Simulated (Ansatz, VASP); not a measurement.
# One calculation of Ge, two programs

Contents of POSCAR:

```
Ge
1.0
    0.0000000000      2.9259513404      2.9259513404
    2.9259513404      0.0000000000      2.9259513404
    2.9259513404      2.9259513404      0.0000000000
Ge
2
Direct
    0.0000000000      0.0000000000      0.0000000000
    0.2500000000      0.2500000000      0.2500000000
```

The input INCAR.step1:

```
SYSTEM = Ge
ALGO     = Normal         ! electronic algorithm
EDIFF    = 1E-4           ! SCF threshold, eV
ENCUT    = 520            ! plane-wave cutoff, eV
GGA      = PE             ! functional
ISMEAR   = -1             ! smearing method
LASPH    = .TRUE.         ! aspherical terms in the spheres
LCHARG   = .FALSE.        ! write CHGCAR
LREAL    = .FALSE.        ! projectors in reciprocal space
LWAVE    = .TRUE.         ! write WAVECAR
NBANDS   = 21             ! bands
NELM     = 100            ! most SCF steps
PREC     = Accurate       ! precision mode
SIGMA    = 0.02           ! smearing width, eV
```

File INCAR.step2:

```
SYSTEM = Ge
ALGO     = Normal         ! electronic algorithm
EDIFF    = 1E-6           ! SCF threshold, eV
ENCUT    = 520            ! plane-wave cutoff, eV
ISIF     = 2              ! what is computed and relaxed
ISMEAR   = -1             ! smearing method
ISTART   = 1            
LASPH    = .TRUE.         ! aspherical terms in the spheres
LCHARG   = .FALSE.        ! write CHGCAR
LMIXTAU  = .TRUE.       
LREAL    = .FALSE.        ! projectors in reciprocal space
LWAVE    = .FALSE.        ! write WAVECAR
METAGGA  = R2SCAN         ! meta-GGA
NBANDS   = 21             ! bands
NELM     = 100            ! most SCF steps
PREC     = Accurate       ! precision mode
SIGMA    = 0.02           ! smearing width, eV
```

The input KPOINTS:

```
k-points
0
G
  8 8 8
  0 0 0
```

Input for Ansatz:

```yaml
crystal:
  lattice:
    - [0.0, 2.9259513404, 2.9259513404]
    - [2.9259513404, 0.0, 2.9259513404]
    - [2.9259513404, 2.9259513404, 0.0]
  atoms:
    - { symbol: Ge, position: [0.0, 0.0, 0.0] }
    - { symbol: Ge, position: [0.25, 0.25, 0.25] }
kpoints:
  mp_grid: { grid: [8, 8, 8] }
  band_path:
    path:
      - [0.0, 0.0, 0.0]
      - [0.5, 0.0, 0.5]
      - [0.625, 0.25, 0.625]
      - [0.375, 0.375, 0.75]
      - [0.5, 0.5, 0.5]
      - [0.5, 0.25, 0.75]
    npoints: 1
hamiltonian:
  xc: r2scan
scf:
  occupations: { method: fermi_dirac, width: 0.02 }
  n_extra_bands: 4
output:
  forces: true
  stress: true
  eigenvalues: true
```

Change from the starting cell: hydrostatic strain +3.1%.

Alike in both runs: task single point; functional r2SCAN; k mesh 8 × 8 × 8; occupations fermi-dirac, width 0.02 eV; no spin polarisation.

```csv
,VASP,Ansatz
version,VASP 6.6.1,Ansatz 0.2.0
potentials or method,"VASP PAW PBE potentials, release 64 (Ge_d)","plane waves, PAW"
plane-wave cutoff (eV),520,500
valence electrons in the cell,28,28
```

|  | VASP | Ansatz | Ansatz less VASP |
| --- | --- | --- | --- |
| pressure (GPa) | -5.2 | -5.2 | +0.01 |

VASP's potentials were made for PBE, not for r2SCAN.
